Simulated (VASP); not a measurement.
# MoS2 in VASP: a series of runs

Runs on MoS2. Level: PBE+D3(BJ). Tasks: single point.

All numbers are computed with VASP 6.6.1; they aren't measurements. Logs are shortened: lines on timing, memory, paths and dates and some standing lists are left out, and cuts for length are marked.

## Step 1: The cell of the first run

The cell holds a slab with vacuum, 3 atoms: a = 3.155 Å, b = 3.155 Å, c = 23.103 Å, α = 90.00°, β = 90.00°, γ = 120.00°.

## Step 2: Single point, PBE+D3(BJ), collinear spin, ferromagnetic start

Input file INCAR:

```
PREC = Accurate
ENCUT = 520
EDIFF = 1E-6
ISMEAR = 0
SIGMA = 0.05
LREAL = F
LASPH = T
NELM = 150
ALGO = Normal
ISIF = 2
LWAVE = F
LCHARG = T
ISPIN = 2
MAGMOM = 0 0 1
LORBIT = 11
LMAXMIX = 4
LDIPOL = T
IDIPOL = 3
DIPOL = 0.5 0.5 0.500
GGA = PE
IVDW = 12
LELF = T
LVHAR = T
LVACPOTAV = T
NBANDS = 24
```

Input file KPOINTS:

```
Automatic mesh
0
Gamma
  12 12 1
```

Input file POSCAR:

```
MoS2
1.0
    3.1545610048     -0.0000000029      0.0000000000
   -1.5772804999      2.7319299694      0.0000000000
    0.0000000000      0.0000000000     23.1030829808
S Mo
2 1
Direct
    0.6666666667      0.3333333333      0.4321380807
    0.6666666667      0.3333333333      0.5678544784
    0.3333333333      0.6666666667      0.4999954750
```

Potentials or basis: VASP PAW PBE potentials, release 64 (S, Mo_sv).

Run with:

```
$ cat potpaw_PBE.64/S/POTCAR potpaw_PBE.64/Mo_sv/POTCAR > POTCAR
$ mpirun -np 1 vasp_std > vasp.out
```

OUTCAR:

```text
PREC = Accurate
   ENCUT = 520
   EDIFF = 1E-6
   ISMEAR = 0
   LREAL = F
   LASPH = T
   NELM = 150
   ISIF = 2
   ISPIN = 2
   LORBIT = 11
   GGA = PE
   IVDW = 12
 IVDW          = 12

 ion  position               nearest neighbor table
   1  0.667  0.333  0.432-   3 2.40   3 2.40   3 2.40
   2  0.667  0.333  0.568-   3 2.40   3 2.40   3 2.40
   3  0.333  0.667  0.500-   1 2.40   1 2.40   1 2.40   2 2.40   2 2.40   2 2.40

  LATTYP: Found a hexagonal cell.
 ALAT       =     3.1545610048
 C/A-ratio  =     7.3237077824

  Lattice vectors:

 A1 = (   3.1545610048,  -0.0000000029,   0.0000000000)
 A2 = (  -1.5772804999,   2.7319299694,   0.0000000000)
 A3 = (   0.0000000000,   0.0000000000,  23.1030829808)

Analysis of symmetry for initial positions (statically):
=====================================================================
 Subroutine PRICEL returns:
 Original cell was already a primitive cell.

 Routine SETGRP: Setting up the symmetry group for a
 hexagonal supercell.

 Subroutine GETGRP returns: Found 12 space group operations
 (whereof  6 operations were pure point group operations)
 out of a pool of 24 trial point group operations.

The static configuration has the point symmetry C_3v.
 The point group associated with its full space group is D_3h.

Analysis of symmetry for dynamics (positions and initial velocities):
=====================================================================
 Subroutine PRICEL returns:
 Original cell was already a primitive cell.

 Routine SETGRP: Setting up the symmetry group for a
 hexagonal supercell.

 Subroutine GETGRP returns: Found 12 space group operations
 (whereof  6 operations were pure point group operations)
 out of a pool of 24 trial point group operations.

The dynamic configuration has the point symmetry C_3v.
 The point group associated with its full space group is D_3h.

Analysis of structural, dynamic, and magnetic symmetry:
=====================================================================
 Subroutine PRICEL returns:
 Original cell was already a primitive cell.

 Routine SETGRP: Setting up the symmetry group for a
 hexagonal supercell.

 Subroutine GETGRP returns: Found 12 space group operations
 (whereof  6 operations were pure point group operations)
 out of a pool of 24 trial point group operations.

The overall configuration has the point symmetry C_3v.
 The point group associated with its full space group is D_3h.

 Subroutine INISYM returns: Found 12 space group operations
 (whereof  6 operations are pure point group operations),
 and found     1 'primitive' translations

----------------------------------------------------------------------------------------

                                     Primitive cell

  volume of cell :     199.1033

  direct lattice vectors                    reciprocal lattice vectors
     3.154561005 -0.000000003  0.000000000     0.317001319  0.183020797  0.000000000
    -1.577280500  2.731929969  0.000000000     0.000000000  0.366041594  0.000000000
     0.000000000  0.000000000 23.103082981     0.000000000  0.000000000  0.043284266

  length of vectors
     3.154561005  3.154561005 23.103082981     0.366041594  0.366041594  0.043284266

  position of ions in fractional coordinates (direct lattice)
     0.666666667  0.333333333  0.432138081
     0.666666667  0.333333333  0.567854478
     0.333333333  0.666666667  0.499995475

  ion indices of the primitive-cell ions
   primitive index   ion index
                 1           1
                 2           2
                 3           3

----------------------------------------------------------------------------------------

 KPOINTS: Automatic mesh

Automatic generation of k-mesh.
 Grid dimensions read from file:
 generate k-points for:   12   12    1

 Generating k-lattice:

  Cartesian coordinates                     Fractional coordinates (reciprocal lattice)
     0.026416777  0.015251733  0.000000000     0.083333333  0.000000000  0.000000000
     0.000000000  0.030503466  0.000000000    -0.000000000  0.083333333  0.000000000
     0.000000000  0.000000000  0.043284266     0.000000000  0.000000000  1.000000000

  Length of vectors
     0.030503466  0.030503466  0.043284266

  Shift w.r.t. Gamma in fractional coordinates (k-lattice)
     0.000000000  0.000000000  0.000000000

 Subroutine IBZKPT returns following result:
 ===========================================

 Found     19 irreducible k-points:

 Following reciprocal coordinates:
            Coordinates               Weight
  0.000000  0.000000  0.000000      1.000000
  0.083333 -0.000000  0.000000      6.000000
  0.166667  0.000000  0.000000      6.000000
  0.250000  0.000000  0.000000      6.000000
  0.333333  0.000000  0.000000      6.000000
  0.416667  0.000000  0.000000      6.000000
[... 11 lines left out ...]
  0.333333  0.250000  0.000000     12.000000
  0.333333  0.333333  0.000000      2.000000
   k-points           NKPTS =     19   k-points in BZ     NKDIM =     19   number of bands    NBANDS=     24
   number of dos      NEDOS =    301   number of ions     NIONS =      3
   total plane-waves  NPLWV = 103680
   dimension x,y,z NGX =    24 NGY =   24 NGZ =  180
   dimension x,y,z NGXF=    48 NGYF=   48 NGZF=  360
   ions per type =               2   1
   NGX,Y,Z   is equivalent  to a cutoff of  12.65, 12.65, 12.95 a.u.
   NGXF,Y,Z  is equivalent  to a cutoff of  25.30, 25.30, 25.91 a.u.
 SYSTEM =  unknown system
   PREC   = accura    normal or accurate (medium, high low for compatibility)
   ISTART =      0    job   : 0-new  1-cont  2-samecut
   ICHARG =      2    charge: 1-file 2-atom 10-const
   ISPIN  =      2    spin polarized calculation?
   LNONCOLLINEAR =      F non collinear calculations
   LSORBIT =      F    spin-orbit coupling
   LASPH  =      T    aspherical Exc in radial PAW
   ENCUT  =  520.0 eV  38.22 Ry    6.18 a.u.   5.87  5.87 42.96*2*pi/ulx,y,z
   NELM   =    150;   NELMIN=  2; NELMDL= -5     # of ELM steps
   EDIFF  = 0.1E-05   stopping-criterion for ELM
   LREAL  =      F    real-space projection
   EDIFFG = 0.1E-04   stopping-criterion for IOM
   NSW    =      0    number of steps for IOM
   IBRION =     -1    ionic relax: 0-MD 1-quasi-New 2-CG
   NFREE  =      0    steps in history (QN), initial steepest desc. (CG)
   ISIF   =      2    stress and relaxation
   ISYM   =      2    0-nonsym 1-usesym 2-fastsym
   POTIM  = 0.5000    time-step for ionic-motion
   TEBEG  =    0.0;   TEEND  =   0.0 temperature during run
   PSTRESS=    0.0 pullay stress
   NELECT =      26.0000    total number of electrons
   NUPDOWN=      -1.0000    fix difference up-down
   EMIN   =  10.00;   EMAX   =-10.00  energy-range for DOS
   EFERMI =   0.00;   METHOD = LEGACY
   ISMEAR =     0;   SIGMA  =   0.05  broadening in eV -4-tet -1-fermi 0-gaus
   EFERMI_NEDOS =   21; number of points for ismear=-14 and -15
   IALGO  =     38    algorithm
   IMIX   =      4    mixing-type and parameters
     AMIX     =   0.40;   BMIX     =  1.00
     AMIX_MAG =   1.60;   BMIX_MAG =  1.00
  volume/ion in A,a.u.               =      66.37       447.87
  Fermi-wavevector in a.u.,A,eV,Ry     =   0.830564  1.569538  9.385798  0.689837
  Thomas-Fermi vector in A             =   1.943303
   LORBIT       =     11    0 simple, 1 ext, 2 COOP (PROOUT), +10 PAW based schemes
   GGA     = PE    functional components
   LHFCALC =     F    Hartree Fock is set to
   AEXX    =    0.0000 exact exchange contribution
   IVDW    =    12    specifies the selected vdW correction
   LEPSILON=     F    determine dielectric tensor
   LRPA    =     F    only Hartree local field effects (RPA)
 spin polarized calculation
 Gauss-broadening in eV      SIGMA  =   0.05
  energy-cutoff  :      520.00
  volume of cell :      199.10
 maximum number of plane-waves:      5398
 NGX is ok and might be reduce to    24
   NGX = 11   NGY = 11   NGZ = 85

 dipolmoment           0.000000      0.000000      0.000000 electrons x Angstroem

 number of electron      25.9999999 magnetization       0.0000206

 dipolmoment           0.000000      0.000000     -0.000254 electrons x Angstroem

 Free energy of the ion-electron system (eV)
  ---------------------------------------------------
  ext. energy  EPLUGINS =         0.00000000
  ---------------------------------------------------
  free energy    TOTEN  =       -21.84427312 eV

  energy without entropy =      -21.84427312  energy(sigma->0) =      -21.84427312

 E-fermi :  -2.1500     XC(G=0):  -3.3386

 val. band max:       -2.4710655269   @ k =   0.3333   0.3333   0.0000
 cond. band min:      -0.6911766944   @ k =   0.3333   0.3333   0.0000
 fundamental gap:      1.7798888325
 Fermi energy:        -2.1499962091

 spin component 1

 k-point     1 :       0.0000    0.0000    0.0000
  band No.  band energies     occupation
      1     -63.3071      1.00000
      2     -37.4663      1.00000
      3     -37.2287      1.00000
      4     -37.2287      1.00000
      5     -16.6295      1.00000
      6     -15.3287      1.00000
[... 16 lines left out ...]
     23       5.1989      0.00000
     24       6.3800      0.00000

 k-point     2 :       0.0833   -0.0000    0.0000
  band No.  band energies     occupation
      1     -63.3043      1.00000
      2     -37.4608      1.00000
      3     -37.2566      1.00000
      4     -37.2351      1.00000
      5     -16.5232      1.00000
      6     -15.2842      1.00000
[... 16 lines left out ...]
     23       5.3472      0.00000
     24       6.5102      0.00000
[... 430 lines left out ...]
     23       8.6220      0.00000
     24       8.7368      0.00000

 k-point    19 :       0.3333    0.3333    0.0000
  band No.  band energies     occupation
      1     -63.2597      1.00000
      2     -37.5333      1.00000
      3     -37.4880      1.00000
      4     -37.3738      1.00000
      5     -14.3900      1.00000
      6     -14.3655      1.00000
[... 16 lines left out ...]
     23       9.2869      0.00000
     24       9.3331      0.00000
 Fermi energy:        -2.1499962091

 spin component 2

 k-point     1 :       0.0000    0.0000    0.0000
  band No.  band energies     occupation
      1     -63.3071      1.00000
      2     -37.4663      1.00000
      3     -37.2287      1.00000
      4     -37.2287      1.00000
      5     -16.6295      1.00000
      6     -15.3287      1.00000
[... 16 lines left out ...]
     23       5.2557      0.00000
     24       6.4066      0.00000

 k-point     2 :       0.0833   -0.0000    0.0000
  band No.  band energies     occupation
      1     -63.3043      1.00000
      2     -37.4608      1.00000
      3     -37.2566      1.00000
      4     -37.2351      1.00000
      5     -16.5232      1.00000
      6     -15.2842      1.00000
[... 16 lines left out ...]
     23       5.4027      0.00000
     24       6.5372      0.00000
[... 430 lines left out ...]
     23       8.6722      0.00000
     24       8.7419      0.00000

 k-point    19 :       0.3333    0.3333    0.0000
  band No.  band energies     occupation
      1     -63.2597      1.00000
      2     -37.5333      1.00000
      3     -37.4880      1.00000
      4     -37.3738      1.00000
      5     -14.3900      1.00000
      6     -14.3655      1.00000
[... 16 lines left out ...]
     23       9.2898      0.00000
     24       9.3332      0.00000

------------------------ aborting loop because EDIFF is reached ----------------------------------------

 Edisp (eV)   -0.95750

 E8    (eV) :    -0.4143

  FORCE on cell =-STRESS in cart. coord.  units (eV):
  Direction    XX          YY          ZZ          XY          YZ          ZX
  --------------------------------------------------------------------------------------
  -------------------------------------------------------------------------------------
  Total      -0.06389    -0.06389    -0.09267     0.00000     0.00000     0.00000
  in kB      -0.51410    -0.51410    -0.74574     0.00000     0.00000     0.00000
  external pressure =       -0.59 kB  Pullay stress =        0.00 kB

 VOLUME and BASIS-vectors are now :
 -----------------------------------------------------------------------------
  energy-cutoff  :      520.00
  volume of cell :      199.10
      direct lattice vectors                 reciprocal lattice vectors
     3.154561005 -0.000000003  0.000000000     0.317001319  0.183020797  0.000000000
    -1.577280500  2.731929969  0.000000000     0.000000000  0.366041594  0.000000000
     0.000000000  0.000000000 23.103082981     0.000000000  0.000000000  0.043284266

 POSITION                                       TOTAL-FORCE (eV/Angst)
 -----------------------------------------------------------------------------------
      1.57728      0.91064      9.98372         0.000000     -0.000000      0.021204
      1.57728      0.91064     13.11919         0.000000     -0.000000     -0.021204
      0.00000      1.82129     11.55144        -0.000000      0.000000     -0.000000
 -----------------------------------------------------------------------------------
    total drift:                                0.000000     -0.000000     -0.037598

  FREE ENERGIE OF THE ION-ELECTRON SYSTEM (eV)
  ---------------------------------------------------
  free  energy   TOTEN  =       -22.8017755570 eV

  energy  without entropy=      -22.8017755570  energy(sigma->0) =      -22.80177556

 vacuum level on the upper side and lower side of the slab         3.419         3.424

 total charge

# of ion       s       p       d       tot
------------------------------------------
    1        1.363   2.343   0.000   3.706
    2        1.363   2.343   0.000   3.706
    3        2.292   6.223   3.954  12.469
--------------------------------------------------
tot          5.019  10.909   3.954  19.882

 magnetization (x)

# of ion       s       p       d       tot
------------------------------------------
    1       -0.000   0.000   0.000   0.000
    2       -0.000   0.000   0.000   0.000
    3       -0.000  -0.000  -0.000  -0.000
--------------------------------------------------
tot         -0.000   0.000  -0.000  -0.000
```

Run time: 4.8 min. Hardware: 1 thread of Intel Xeon 6975P-C, shared host; peak memory 0.47 GiB.

Results:

* Free energy: -22.8018 eV
* Largest force: 0.021 eV/Å
* Band gap on the k mesh: 1.78 eV, direct
* Net moment: 0.00 μB per cell
* Valence electrons inside the program's atomic spheres: S 3.71; Mo 12.47
* Dispersion energy per atom: -0.319 eV

Forces on the atoms (eV/Å):
```
S    0.000  0.000  0.021
S    0.000  0.000 -0.021
Mo   0.000  0.000  0.000
```

Levels at points of the mesh, in eV from the valence-band top:
Spin up:
```tsv
k point	band 10	band 11	band 12	band 13	band 14	band 15	band 16	band 17
(0.00, 0.00, 0.00)	-1.86	-1.45	-1.45	-0.09	2.84	2.84	3.07	3.07
(0.50, 0.00, 0.00)	-3.15	-1.95	-0.91	-0.65	2.35	2.85	3.92	4.37
```
Spin down:
| k point | band 11 | band 12 | band 13 | band 14 | band 15 | band 16 |
| --- | --- | --- | --- | --- | --- | --- |
| (0.00, 0.00, 0.00) | -1.45 | -1.45 | -0.09 | 2.84 | 2.84 | 3.07 |
| (0.50, 0.00, 0.00) | -1.95 | -0.91 | -0.65 | 2.35 | 2.85 | 3.92 |

(Part 1 of 2 ends here.)
